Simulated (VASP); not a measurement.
Input of a VASP 6.6.1 run:

Contents of INCAR:

```
SYSTEM = Co
ALGO = Normal
EDIFF = 1E-7
ENCUT = 520
GGA = PE
ISIF = 2
ISMEAR = -1
ISPIN = 2
LASPH = .TRUE.
LCHARG = .TRUE.
LELF = .TRUE.
LMAXMIX = 4
LORBIT = 11
LREAL = .FALSE.
LVHAR = .TRUE.
LWAVE = .FALSE.
MAGMOM = 1.69 1.69
NBANDS = 20
NELM = 150
PREC = Accurate
SIGMA = 0.05
```

File KPOINTS:

```
k-points
0
G
  9 9 5
  0 0 0
```

POSCAR

```
Co
1.0
    2.4935221926      0.0000000000      0.0000000000
   -1.2467610963      2.1594535637      0.0000000000
    0.0000000000      0.0000000000      4.0277844638
Co
2
Direct
    0.3333333333      0.6666666667      0.2500000000
    0.6666666667      0.3333333333      0.7500000000
```

Potentials or basis: VASP PAW PBE potentials, release 64 (Co).

The run is started by

```console
$ cat potpaw_PBE.64/Co/POTCAR > POTCAR
$ mpirun -np 1 vasp_std > vasp.out
```

**Question.** Estimate the pressure.

**Answer.** -1.4 GPa.

**Question.** What does it give for the net moment?

**Answer.** 3.07 μB per cell.

**Question.** Estimate the site moments.

**Answer.** Co +1.56 μB.

Stress tensor (GPa, compression positive):
```
-1.87  0.00  0.00
 0.00 -1.87  0.00
 0.00  0.00 -0.55
```
